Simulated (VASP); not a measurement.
# ZnS (R3m) in VASP: further runs

Runs on ZnS. Level: r2SCAN. Tasks: single point.

All numbers are computed with VASP 6.6.1; they aren't measurements. Logs are shortened: lines on timing, memory, paths and dates and some standing lists are left out, and cuts for length are marked.

**1. The cell of the first run**

Symmetry: R3m, No. 160, trigonal system. Conventional cell: a = 3.811 Å, b = 3.811 Å, c = 9.334 Å, α = 90.00°, β = 90.00°, γ = 120.00°. Within 2.9 Å of Zn (site symmetry 3m) lie 4 S at 2.21 to 2.38 Å. S (site symmetry 3m) has 4 Zn at 2.21 to 2.38 Å within 2.9 Å.

**2. Single point, r2SCAN**

The input, POSCAR:

```
ZnS
1.0
    0.0000000000      2.6945131942      2.6945131942
    2.6945131942      0.0000000000      2.6945131942
    2.6945131942      2.6945131942      0.0000000000
Zn S
1 1
Direct
    0.0000000000      0.0000000000      0.0000000000
    0.7098245888      0.7633918037      0.7633918037
```

The input, INCAR.step1:

```
SYSTEM = ZnS
  PREC = Accurate
  ENCUT = 520
  ISMEAR = 0
  SIGMA = 0.05
  LREAL = .False.
  LASPH = .True.
  NELM = 80
  NBANDS = 16
  GGA = PE
  ALGO = Normal
  EDIFF = 1E-4
  LWAVE = .True.
  LCHARG = .False.
```

The input, INCAR.step2:

```
SYSTEM = ZnS
  PREC = Accurate
  ENCUT = 520
  EDIFF = 1E-6
  ISMEAR = 0
  SIGMA = 0.05
  LREAL = .False.
  LASPH = .True.
  NELM = 80
  ALGO = Normal
  ISIF = 2
  LWAVE = .False.
  LCHARG = .False.
  METAGGA = R2SCAN
  LMIXTAU = .True.
  NBANDS = 16
  ISTART = 1
```

The input, KPOINTS:

```
regular mesh
0
Gamma
  8 8 8
  0 0 0
```

Potentials or basis: VASP PAW PBE potentials, release 64 (Zn, S).

The run is started by

```
$ cat potpaw_PBE.64/Zn/POTCAR potpaw_PBE.64/S/POTCAR > POTCAR
$ cp INCAR.step1 INCAR
$ mpirun -np 1 vasp_std > vasp.out
$ cp INCAR.step2 INCAR
$ mpirun -np 1 vasp_std > vasp.out
```

OUTCAR:

```text
SYSTEM = ZnS
   PREC = Accurate
   ENCUT = 520
   EDIFF = 1E-6
   ISMEAR = 0
   LREAL = .False.
   LASPH = .True.
   NELM = 80
   ISIF = 2
   METAGGA = R2SCAN
   ISTART = 1

 ion  position               nearest neighbor table
   1  0.000  0.000  0.000-   2 2.21   2 2.38   2 2.38   2 2.38
   2  0.710  0.763  0.763-   1 2.21   1 2.38   1 2.38   1 2.38

  LATTYP: Found a face centered cubic cell.
 ALAT       =     5.3890263884

  Lattice vectors:

 A1 = (   0.0000000000,   2.6945131942,   2.6945131942)
 A2 = (   2.6945131942,   0.0000000000,   2.6945131942)
 A3 = (   2.6945131942,   2.6945131942,   0.0000000000)

Analysis of symmetry for initial positions (statically):
=====================================================================
 Subroutine PRICEL returns:
 Original cell was already a primitive cell.

 Routine SETGRP: Setting up the symmetry group for a
 face centered cubic supercell.

 Subroutine GETGRP returns: Found  6 space group operations
 (whereof  6 operations were pure point group operations)
 out of a pool of 48 trial point group operations.

The static configuration has the point symmetry C_3v.

Analysis of symmetry for dynamics (positions and initial velocities):
=====================================================================
 Subroutine PRICEL returns:
 Original cell was already a primitive cell.

 Routine SETGRP: Setting up the symmetry group for a
 face centered cubic supercell.

 Subroutine GETGRP returns: Found  6 space group operations
 (whereof  6 operations were pure point group operations)
 out of a pool of 48 trial point group operations.

The dynamic configuration has the point symmetry C_3v.

 Subroutine INISYM returns: Found  6 space group operations
 (whereof  6 operations are pure point group operations),
 and found     1 'primitive' translations

----------------------------------------------------------------------------------------

                                     Primitive cell

  volume of cell :      39.1265

  direct lattice vectors                    reciprocal lattice vectors
     0.000000000  2.694513194  2.694513194    -0.185562276  0.185562276  0.185562276
     2.694513194  0.000000000  2.694513194     0.185562276 -0.185562276  0.185562276
     2.694513194  2.694513194  0.000000000     0.185562276  0.185562276 -0.185562276

  length of vectors
     3.810617103  3.810617103  3.810617103     0.321403289  0.321403289  0.321403289

  position of ions in fractional coordinates (direct lattice)
     0.000000000  0.000000000  0.000000000
     0.709824589  0.763391804  0.763391804

  ion indices of the primitive-cell ions
   primitive index   ion index
                 1           1
                 2           2

----------------------------------------------------------------------------------------

 KPOINTS: regular mesh

Automatic generation of k-mesh.
 Grid dimensions read from file:
 generate k-points for:    8    8    8

 Generating k-lattice:

  Cartesian coordinates                     Fractional coordinates (reciprocal lattice)
    -0.023195284  0.023195284  0.023195284     0.125000000  0.000000000  0.000000000
     0.023195284 -0.023195284  0.023195284     0.000000000  0.125000000  0.000000000
     0.023195284  0.023195284 -0.023195284     0.000000000  0.000000000  0.125000000

  Length of vectors
     0.040175411  0.040175411  0.040175411

  Shift w.r.t. Gamma in fractional coordinates (k-lattice)
     0.000000000  0.000000000  0.000000000

 Subroutine IBZKPT returns following result:
 ===========================================

 Found     65 irreducible k-points:

 Following reciprocal coordinates:
            Coordinates               Weight
  0.000000  0.000000  0.000000      1.000000
  0.125000  0.000000  0.000000      2.000000
  0.000000  0.125000  0.000000      6.000000
  0.250000  0.000000  0.000000      2.000000
  0.000000  0.250000  0.000000      6.000000
  0.375000  0.000000  0.000000      2.000000
[... 16 lines left out ...]
 -0.250000  0.125000  0.000000      6.000000
  0.000000 -0.250000  0.125000     12.000000
 [... further k-points ...]
   k-points           NKPTS =     65   k-points in BZ     NKDIM =     65   number of bands    NBANDS=     16
   number of dos      NEDOS =    301   number of ions     NIONS =      2
   total plane-waves  NPLWV =  21952
   dimension x,y,z NGX =    28 NGY =   28 NGZ =   28
   dimension x,y,z NGXF=    56 NGYF=   56 NGZF=   56
   ions per type =               1   1
   NGX,Y,Z   is equivalent  to a cutoff of  12.22, 12.22, 12.22 a.u.
   NGXF,Y,Z  is equivalent  to a cutoff of  24.43, 24.43, 24.43 a.u.
 SYSTEM =  ZnS
   PREC   = accura    normal or accurate (medium, high low for compatibility)
   ISTART =      1    job   : 0-new  1-cont  2-samecut
   ICHARG =      0    charge: 1-file 2-atom 10-const
   ISPIN  =      1    spin polarized calculation?
   LNONCOLLINEAR =      F non collinear calculations
   LSORBIT =      F    spin-orbit coupling
   LASPH  =      T    aspherical Exc in radial PAW
   ENCUT  =  520.0 eV  38.22 Ry    6.18 a.u.   7.09  7.09  7.09*2*pi/ulx,y,z
   NELM   =     80;   NELMIN=  2; NELMDL=  0     # of ELM steps
   EDIFF  = 0.1E-05   stopping-criterion for ELM
   LREAL  =      F    real-space projection
   EDIFFG = 0.1E-04   stopping-criterion for IOM
   NSW    =      0    number of steps for IOM
   IBRION =     -1    ionic relax: 0-MD 1-quasi-New 2-CG
   NFREE  =      0    steps in history (QN), initial steepest desc. (CG)
   ISIF   =      2    stress and relaxation
   ISYM   =      2    0-nonsym 1-usesym 2-fastsym
   POTIM  = 0.5000    time-step for ionic-motion
   TEBEG  =    0.0;   TEEND  =   0.0 temperature during run
   PSTRESS=    0.0 pullay stress
   NELECT =      18.0000    total number of electrons
   NUPDOWN=      -1.0000    fix difference up-down
   EMIN   =  10.00;   EMAX   =-10.00  energy-range for DOS
   EFERMI =   0.00;   METHOD = LEGACY
   ISMEAR =     0;   SIGMA  =   0.05  broadening in eV -4-tet -1-fermi 0-gaus
   EFERMI_NEDOS =   21; number of points for ismear=-14 and -15
   IALGO  =     38    algorithm
   IMIX   =      4    mixing-type and parameters
     AMIX     =   0.40;   BMIX     =  1.00
     AMIX_MAG =   1.60;   BMIX_MAG =  1.00
  volume/ion in A,a.u.               =      19.56       132.02
  Fermi-wavevector in a.u.,A,eV,Ry     =   1.263791  2.388219 21.730795  1.597168
  Thomas-Fermi vector in A             =   2.397130
   LORBIT       =      0    0 simple, 1 ext, 2 COOP (PROOUT), +10 PAW based schemes
   METAGGA = R2SCAN    functional components
   LHFCALC =     F    Hartree Fock is set to
   AEXX    =    0.0000 exact exchange contribution
   IVDW    =     0    specifies the selected vdW correction
   LEPSILON=     F    determine dielectric tensor
   LRPA    =     F    only Hartree local field effects (RPA)
 non-spin polarized calculation
 Gauss-broadening in eV      SIGMA  =   0.05
  energy-cutoff  :      520.00
  volume of cell :       39.13
 maximum number of plane-waves:      1067
   NGX = 15   NGY = 15   NGZ = 15

 number of electron      18.0000007 magnetization

 Free energy of the ion-electron system (eV)
  ---------------------------------------------------
  ext. energy  EPLUGINS =         0.00000000
  ---------------------------------------------------
  free energy    TOTEN  =       -18.80953481 eV

  energy without entropy =      -18.80953481  energy(sigma->0) =      -18.80953481

 E-fermi :   2.2741     XC(G=0): -10.3243

 val. band max:        1.9716343739   @ k =   0.0000   0.0000   0.0000
 cond. band min:       4.6313767339   @ k =   0.0000   0.0000   0.0000
 fundamental gap:      2.6597423599
 Fermi energy:         2.2740910533

 k-point     1 :       0.0000    0.0000    0.0000
  band No.  band energies     occupation
      1     -11.8441      2.00000
      2      -4.7658      2.00000
      3      -4.6035      2.00000
      4      -4.6035      2.00000
      5      -4.0999      2.00000
      6      -4.0999      2.00000
[... 8 lines left out ...]
     15      14.2134      0.00000
     16      14.4581      0.00000

 k-point     2 :       0.1250    0.0000    0.0000
  band No.  band energies     occupation
      1     -11.7181      2.00000
      2      -4.7664      2.00000
      3      -4.5728      2.00000
      4      -4.5727      2.00000
      5      -4.1047      2.00000
      6      -4.1047      2.00000
[... 8 lines left out ...]
     15      13.5341      0.00000
     16      15.2328      0.00000

 k-point     3 :       0.0000    0.1250    0.0000
  band No.  band energies     occupation
      1     -11.7249      2.00000
      2      -4.7459      2.00000
      3      -4.5939      2.00000
      4      -4.5896      2.00000
      5      -4.1015      2.00000
      6      -4.0994      2.00000
[... 8 lines left out ...]
     15      13.6348      0.00000
     16      15.2912      0.00000

 k-point     4 :       0.2500    0.0000    0.0000
  band No.  band energies     occupation
      1     -11.3881      2.00000
      2      -4.7226      2.00000
      3      -4.5023      2.00000
      4      -4.5022      2.00000
      5      -4.1088      2.00000
      6      -4.1088      2.00000
[... 8 lines left out ...]
     15      13.2667      0.00000
     16      14.7743      0.00000
[... 324 lines left out ...]
 k-point    22 :       0.1250    0.0000   -0.3750
  band No.  band energies     occupation
      1     -10.9064      2.00000
      2      -4.6006      2.00000
      3      -4.5052      2.00000
      4      -4.1813      2.00000
      5      -4.0797      2.00000
      6      -4.0367      2.00000
[... 8 lines left out ...]
     15      15.2391      0.00000
     16      16.3631      0.00000

 k-point    23 :      -0.2500    0.1250    0.0000
  band No.  band energies     occupation
      1     -11.1799      2.00000
      2      -4.6502      2.00000
      3      -4.4797      2.00000
      4      -4.4549      2.00000
      5      -4.1254      2.00000
      6      -4.0841      2.00000
[... 8 lines left out ...]
     15      14.8336      0.00000
     16      15.9370      0.00000

 k-point    24 :       0.0000   -0.2500    0.1250
  band No.  band energies     occupation
      1     -11.2138      2.00000
      2      -4.6614      2.00000
      3      -4.5384      2.00000
      4      -4.4755      2.00000
      5      -4.1121      2.00000
      6      -4.0569      2.00000
[... 8 lines left out ...]
     15      15.0832      0.00000
     16      15.9026      0.00000

 [... further k-points ...]

------------------------ aborting loop because EDIFF is reached ----------------------------------------

  FORCE on cell =-STRESS in cart. coord.  units (eV):
  Direction    XX          YY          ZZ          XY          YZ          ZX
  --------------------------------------------------------------------------------------
  -------------------------------------------------------------------------------------
  Total        0.1675558      0.1675558      0.1675558     -0.5526940      0.5526940     -0.5526940
  in kB        6.8611827      6.8611827      6.8611827    -22.6320746     22.6320746    -22.6320746
  external PRESSURE =       6.8611827 kB  Pullay stress =       0.0000000 kB

 VOLUME and BASIS-vectors are now :
 -----------------------------------------------------------------------------
  energy-cutoff  :      520.00
  volume of cell :       39.13
      direct lattice vectors                 reciprocal lattice vectors
     0.000000000  2.694513194  2.694513194    -0.185562276  0.185562276  0.185562276
     2.694513194  0.000000000  2.694513194     0.185562276 -0.185562276  0.185562276
     2.694513194  2.694513194  0.000000000     0.185562276  0.185562276 -0.185562276

 POSITION                                       TOTAL-FORCE (eV/Angst)
 -----------------------------------------------------------------------------------
      0.00000      0.00000      0.00000         0.577659     -0.577659     -0.577659
      4.11394      3.96960      3.96960        -0.577659      0.577659      0.577659
 -----------------------------------------------------------------------------------
    total drift:                                0.008911     -0.008877     -0.008877

  FREE ENERGIE OF THE ION-ELECTRON SYSTEM (eV)
  ---------------------------------------------------
  free  energy   TOTEN  =       -18.8095348056 eV

  energy  without entropy=      -18.8095348056  energy(sigma->0) =      -18.80953481
```

Run time: 94 s. Hardware: 1 thread of Intel Xeon Platinum 8375C at 2.90GHz (Ice Lake), shared host; peak memory 0.19 GiB.

What came out:

* Free energy: -18.8095 eV
* Pressure: 0.7 GPa
* Largest force: 1.001 eV/Å
* Band gap on the k mesh: 2.66 eV, direct

Forces in eV/Å, atoms in the order of the input:
```
Zn   0.578 -0.578 -0.578
S   -0.578  0.578  0.578
```

Stress tensor (GPa, compression positive):
```
 0.69 -2.26 -2.26
-2.26  0.69  2.26
-2.26  2.26  0.69
```

Caveat: the cell differs from its parent crystal (all S atoms moved +0.125 Å, as atom 2 towards its neighbour atom 1 (Zn) at 2.334 Å); the PAW data sets were made with another functional, which shifts forces and pressure a little.

**3. Single point, r2SCAN**

POSCAR, as its differences from that of step 2:

```diff
@@ -9,2 +9,2 @@
     0.0000000000      0.0000000000      0.0000000000
-    0.7098245888      0.7633918037      0.7633918037
+    0.7901754112      0.7366081963      0.7366081963
```

The input, INCAR.step1:

```
SYSTEM = ZnS
PREC     = Accurate       ! precision mode
ENCUT    = 520            ! plane-wave cutoff, eV
ISMEAR   = 0              ! smearing method
SIGMA    = 0.05           ! smearing width, eV
LREAL    = .False.        ! projectors in reciprocal space
LASPH    = .True.         ! aspherical terms in the spheres
NELM     = 80             ! most SCF steps
NBANDS   = 16             ! bands
GGA      = PE             ! functional
ALGO     = Normal         ! electronic algorithm
EDIFF    = 1E-4           ! SCF threshold, eV
LWAVE    = .True.         ! write WAVECAR
LCHARG   = .False.        ! write CHGCAR
```

The input, INCAR.step2:

```
SYSTEM = ZnS
PREC     = Accurate       ! precision mode
ENCUT    = 520            ! plane-wave cutoff, eV
EDIFF    = 1E-6           ! SCF threshold, eV
ISMEAR   = 0              ! smearing method
SIGMA    = 0.05           ! smearing width, eV
LREAL    = .False.        ! projectors in reciprocal space
LASPH    = .True.         ! aspherical terms in the spheres
NELM     = 80             ! most SCF steps
ALGO     = Normal         ! electronic algorithm
ISIF     = 2              ! what is computed and relaxed
LWAVE    = .False.        ! write WAVECAR
LCHARG   = .False.        ! write CHGCAR
METAGGA  = R2SCAN         ! meta-GGA
LMIXTAU  = .True.       
NBANDS   = 16             ! bands
ISTART   = 1
```

The input, KPOINTS:

```
Automatic mesh
0
Gamma
  8 8 8
  0 0 0
```

Potentials or basis: VASP PAW PBE potentials, release 64 (Zn, S).

The run is started by

```
$ cat potpaw_PBE.64/Zn/POTCAR potpaw_PBE.64/S/POTCAR > POTCAR
$ cp INCAR.step1 INCAR
$ mpirun -np 1 vasp_std > vasp.out
$ cp INCAR.step2 INCAR
$ mpirun -np 1 vasp_std > vasp.out
```

OUTCAR:

```text
SYSTEM = ZnS
   PREC = Accurate
   ENCUT = 520
   EDIFF = 1E-6
   ISMEAR = 0
   LREAL = .False.
   LASPH = .True.
   NELM = 80
   ISIF = 2
   METAGGA = R2SCAN
   ISTART = 1

 ion  position               nearest neighbor table
   1  0.000  0.000  0.000-   2 2.29   2 2.29   2 2.29   2 2.46
   2  0.790  0.737  0.737-   1 2.29   1 2.29   1 2.29   1 2.46

  LATTYP: Found a face centered cubic cell.
 ALAT       =     5.3890263884

  Lattice vectors:

[... 641 lines left out ...]
 [... further k-points ...]

------------------------ aborting loop because EDIFF is reached ----------------------------------------

  FORCE on cell =-STRESS in cart. coord.  units (eV):
  Direction    XX          YY          ZZ          XY          YZ          ZX
  --------------------------------------------------------------------------------------
  -------------------------------------------------------------------------------------
  Total        0.1149100      0.1149100      0.1149100      0.3142153     -0.3142153      0.3142153
  in kB        4.7054109      4.7054109      4.7054109     12.8666933    -12.8666933     12.8666933
  external PRESSURE =       4.7054109 kB  Pullay stress =       0.0000000 kB

 VOLUME and BASIS-vectors are now :
 -----------------------------------------------------------------------------
  energy-cutoff  :      520.00
  volume of cell :       39.13
      direct lattice vectors                 reciprocal lattice vectors
     0.000000000  2.694513194  2.694513194    -0.185562276  0.185562276  0.185562276
     2.694513194  0.000000000  2.694513194     0.185562276 -0.185562276  0.185562276
     2.694513194  2.694513194  0.000000000     0.185562276  0.185562276 -0.185562276

 POSITION                                       TOTAL-FORCE (eV/Angst)
 -----------------------------------------------------------------------------------
      0.00000      0.00000      0.00000        -0.317849      0.317849      0.317849
      3.96960      4.11394      4.11394         0.317849     -0.317849     -0.317849
 -----------------------------------------------------------------------------------
    total drift:                               -0.002070      0.001974      0.001975

  FREE ENERGIE OF THE ION-ELECTRON SYSTEM (eV)
  ---------------------------------------------------
  free  energy   TOTEN  =       -18.8280724509 eV

  energy  without entropy=      -18.8280724509  energy(sigma->0) =      -18.82807245
```

OUTCAR.step1:

```text
SYSTEM = ZnS
   PREC = Accurate
   ENCUT = 520
   ISMEAR = 0
   LREAL = .False.
   LASPH = .True.
[... 677 lines left out ...]
      0.00000      0.00000      0.00000        -0.323074      0.323074      0.323074
      3.96960      4.11394      4.11394         0.323074     -0.323074     -0.323074
 -----------------------------------------------------------------------------------
    total drift:                                0.000132     -0.000134     -0.000133

  FREE ENERGIE OF THE ION-ELECTRON SYSTEM (eV)
  ---------------------------------------------------
  free  energy   TOTEN  =        -6.8040730962 eV

  energy  without entropy=       -6.8040730962  energy(sigma->0) =       -6.80407310
```

Run time: 96 s. Hardware: 1 thread of Intel Xeon Platinum 8375C at 2.90GHz (Ice Lake), shared host; peak memory 0.18 GiB.

Results:

```yaml
Free_energy: -18.8281 eV
Pressure: 0.5 GPa
Largest_force: 0.551 eV/Å
Band_gap_on_the_k_mesh: 2.64 eV, direct
```

Forces on the atoms (eV/Å):
```
Zn  -0.318  0.318  0.318
S    0.318 -0.318 -0.318
```

Stress tensor (GPa, compression positive):
```
 0.47  1.29  1.29
 1.29  0.47 -1.29
 1.29 -1.29  0.47
```

Caveat: the cell differs from its parent crystal (all S atoms moved -0.125 Å, as atom 2 towards its neighbour atom 1 (Zn) at 2.334 Å); the PAW data sets were made with another functional, which shifts forces and pressure a little.
